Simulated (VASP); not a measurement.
CO2, 12 atoms in the cell. The structure is cubic, space group Pa-3 (No. 205). Conventional cell: a = 5.284 Å, b = 5.284 Å, c = 5.284 Å, α = 90.00°, β = 90.00°, γ = 90.00°. Within 1.6 Å of C (site symmetry -3) lie 2 O at 1.17 Å. O (site symmetry 3) has 1 C at 1.17 Å within 1.6 Å. 

| Property | Result |
| --- | --- |
| Program | VASP 6.6.1 |
| Task | single point |
| Functional | PBE |
| Dispersion | D3(BJ) |
| Potentials or basis | VASP PAW PBE potentials, release 64 (C, O) |
| Cutoff | 520 eV |
| k mesh | 4 × 4 × 4 |
| Occupations | gaussian, width 0.02 eV |
| Spin | no spin polarisation |
| Dipole correction | no |
| Further INCAR settings | ALGO = Normal; EDIFF = 1e-06; NBANDS = 44 |

Potentials or basis: VASP PAW PBE potentials, release 64 (C, O).

Command:

```sh
$ cat potpaw_PBE.64/C/POTCAR potpaw_PBE.64/O/POTCAR > POTCAR
$ mpirun -np 1 vasp_std > vasp.out
```

Hardware: 1 thread of Oxide Virtual Turin-like Processor (shared host).

Task: How long does it take, and how much memory?

Result: It took 2.6 min on 1 thread of Oxide Virtual Turin-like Processor (shared host), peak memory 0.21 GiB. Counts: scf iterations 13, k points 11.
